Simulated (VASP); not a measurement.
Set up this calculation in VASP 6.6.1, as the native input.

- Task: relaxation of shape and atoms at fixed volume
- Functional: PBE
- Potentials or basis: VASP PAW PBE potentials, release 64 (K_sv, Nd_3, Sb), 4f in core
- Cutoff: 500 eV
- k mesh: 6 × 6 × 4
- Occupations: gaussian, width 0.02 eV
- Spin: no spin polarisation
- Dipole correction: no
- Mended: yes
- Further INCAR settings: ALGO = Normal; EDIFF = 1e-07; IBRION = 2; EDIFFG = -0.01; NSW = 50; ISIF = 4

The structure of KNd2Sb3 lies in POSCAR:

```
KNd2Sb3
1.0
    4.8103029351      0.0000000000      0.0000000000
   -2.4051514676      4.1658445417      0.0000000000
    0.0000000000      0.0000000000     10.9624764814
K Nd Sb
1 2 3
Direct
    0.6666666667      0.3333333333      0.0000000000
    0.3333333333      0.6666666667      0.3321520716
    0.3333333333      0.6666666667      0.6678479284
    0.0000000000      0.0000000000      0.5000000000
    0.0000000000      0.0000000000      0.7904477998
    0.0000000000      0.0000000000      0.2095522002
```

These files were run (other wordings do the same):

INCAR

```
PREC = Accurate
ENCUT = 500
EDIFF = 1E-7
ISMEAR = 0
SIGMA = 0.02
LREAL = False
LASPH = True
NELM = 200
ALGO = Normal
ISIF = 4
LWAVE = False
LCHARG = False
GGA = PE
IBRION = 2
NSW = 50
EDIFFG = -0.01
GGA_COMPAT = False
NELMIN = 4
LMAXMIX = 6
```

KPOINTS

```
regular mesh
0
Gamma
  6 6 4
```

Potentials or basis: VASP PAW PBE potentials, release 64 (K_sv, Nd_3, Sb), 4f in core.

Launch:

```console
$ cat potpaw_PBE.64/K_sv/POTCAR potpaw_PBE.64/Nd_3/POTCAR potpaw_PBE.64/Sb/POTCAR > POTCAR
$ mpirun -np 1 vasp_std > vasp.out
```

It gave:

| Quantity | Value |
| --- | --- |
| Energy gained by relaxing | 1.9 meV/atom |
| Ionic steps | 6 |
| Pressure after relaxing | 0.9 GPa |
| Largest force after relaxing | 0.005 eV/Å |
| Band gap on the k mesh | 0.69 eV (least direct gap 0.98 eV) |

Caveat: spin-orbit coupling is left out, which moves the levels of the heavy elements; the 4f electrons are frozen in the core, so they carry no moment and show no levels.

It took 6 min on 1 thread of Intel(R) Xeon(R) Platinum 8488C (Sapphire Rapids), on a shared host, peak memory 0.39 GiB.
